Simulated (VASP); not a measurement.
B:

```
B
1.0
    -1.44372    2.71845    0.03115
    -0.00980   -0.04355   -3.23131
    -4.31067   -2.70715   -0.04882
B
8
Direct
  0.55513 0.38360 0.82955
  0.01113 0.39737 0.31173
  0.24851 0.05545 0.58917
  0.79246 0.09505 0.06971
  0.95264 0.61988 0.67097
  0.49153 0.64751 0.16384
  0.25554 0.91584 0.93494
  0.69305 0.88530 0.43009
```

| Quantity | Value |
| --- | --- |
| Program | VASP 6.6.1 |
| Task | relaxation of cell and atoms |
| Functional | PBEsol |
| Potentials or basis | VASP PAW PBE potentials, release 64 (B) |
| Cutoff | 600 eV |
| k mesh | 8 × 8 × 6 |
| Occupations | gaussian, width 0.1 eV |
| Spin | no spin polarisation |

At the start: pressure 11.9 GPa; volume 6.31 Å³/atom.

Problem. Where does the relaxation end?

Solution. Over 14 steps the energy falls by 179.5 meV/atom and the volume is 6.31 Å³/atom (+0.1 %); space group P1 (No. 1, to 0.1 Å) before, Cmce (No. 64, to 0.1 Å).

The path:
| step | energy change (eV) | largest force (eV/Å) | pressure (GPa) | volume (Å³) |
| --- | --- | --- | --- | --- |
| 1 | 0.0000 | 4.2098 | 11.86 | 50.49 |
| 2 | -1.0657 | 1.4042 | -14.21 | 53.91 |
| 3 | -1.1463 | 1.1116 | -10.53 | 53.07 |
| 4 | -1.3842 | 0.6940 | 0.27 | 50.46 |
| 5 | -1.3861 | 0.6349 | -0.77 | 50.67 |
| 6 | -1.4235 | 0.2707 | 1.24 | 50.29 |
| 7 | -1.4237 | 0.2784 | 1.41 | 50.26 |
| 8 | -1.4322 | 0.1294 | -0.34 | 50.57 |
| 9 | -1.4326 | 0.1171 | -0.81 | 50.66 |
| 10 | -1.4351 | 0.0689 | -0.10 | 50.53 |
| 11 | -1.4351 | 0.0693 | -0.08 | 50.53 |
| 12 | -1.4356 | 0.0217 | 0.11 | 50.49 |
| 13 | -1.4356 | 0.0234 | 0.12 | 50.48 |
| 14 | -1.4356 | 0.0107 | -0.02 | 50.51 |

Final structure:
```
B
1.0
    -1.46393    2.65382   -0.00001
     0.00011    0.00043   -3.25154
    -4.38993   -2.65365   -0.00026
B
8
Cartesian
  -4.3948 -0.8285 -1.3343
  -1.4679 -0.8284 -1.3343
  -2.9314 -0.8284 -0.2923
  -1.4686 1.8253 -0.2914
  -4.3857 0.8286 -1.9180
  -1.4590 0.8289 -1.9176
  -4.3853 -1.8245 -2.9596
  -2.9224 0.8292 -2.9598
```

Caveat: the PAW data sets were made with another functional, which shifts forces and pressure a little.
